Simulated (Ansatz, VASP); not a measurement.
# One calculation of Rh, two programs

File INCAR:

```
SYSTEM = Rh
PREC = Accurate
ENCUT = 520
EDIFF = 1E-6
ISMEAR = 0
SIGMA = 0.15
LREAL = .False.
LASPH = .True.
NELM = 80
ALGO = Fast
ISIF = 2
LWAVE = .False.
LCHARG = .False.
GGA = PS
NBANDS = 14
```

File KPOINTS:

```
Automatic mesh
0
Gamma
  22 22 22
  0 0 0
```

File POSCAR:

```
Rh
1.0
    0.0000000000      1.9015500000      1.9015500000
    1.9585965000      0.0000000000      1.9015500000
    1.9585965000      1.9015500000      0.0000000000
Rh
1
Direct
    0.0000000000      0.0000000000      0.0000000000
```

Input for Ansatz:

```yaml
crystal:
  lattice:
    - [0.0, 1.90155, 1.90155]
    - [1.9585965, 0.0, 1.90155]
    - [1.9585965, 1.90155, 0.0]
  atoms:
    - { symbol: Rh, position: [0.0, 0.0, 0.0] }
basis:
  ecutwfc: 420
kpoints:
  mp_grid: { grid: [22, 22, 22] }
hamiltonian:
  xc: pbesol
scf:
  occupations: { method: gaussian, width: 0.15 }
output:
  forces: true
  stress: true
  eigenvalues: true
```

Change from the starting cell: strain +0.0300 x Voigt [1, 0, 0, 0, 0, 0], atoms carried along.

Alike in both runs: task single point; functional PBEsol; k mesh 22 × 22 × 22; occupations gaussian, width 0.15 eV; no spin polarisation.

|  | VASP | Ansatz |
| --- | --- | --- |
| version | VASP 6.6.1 | Ansatz 0.2.0 |
| potentials or method | VASP PAW PBE potentials, release 64 (Rh_pv), cutoff 520 eV | scalar-relativistic, plane waves, PAW |
| valence electrons in the cell | 15 | 17 |

```csv
,VASP,Ansatz,Ansatz less VASP
gap on the k mesh at the Fermi level (eV),none,none,-
pressure (GPa),-12.4,-12.3,+0.12
"traceless stress, the component that is largest in VASP (GPa)",-4.53,-4.55,-0.016
```

VASP's potentials were made for PBE, not for PBEsol. A gap of «none» marks a metal or a gap that the smearing closes. The functional is the same, so the differences come from potentials, cutoffs and numerics. VASP's potentials hold 15 valence electrons a cell and Ansatz's 17, so a difference there can come from the potentials and not from the codes.
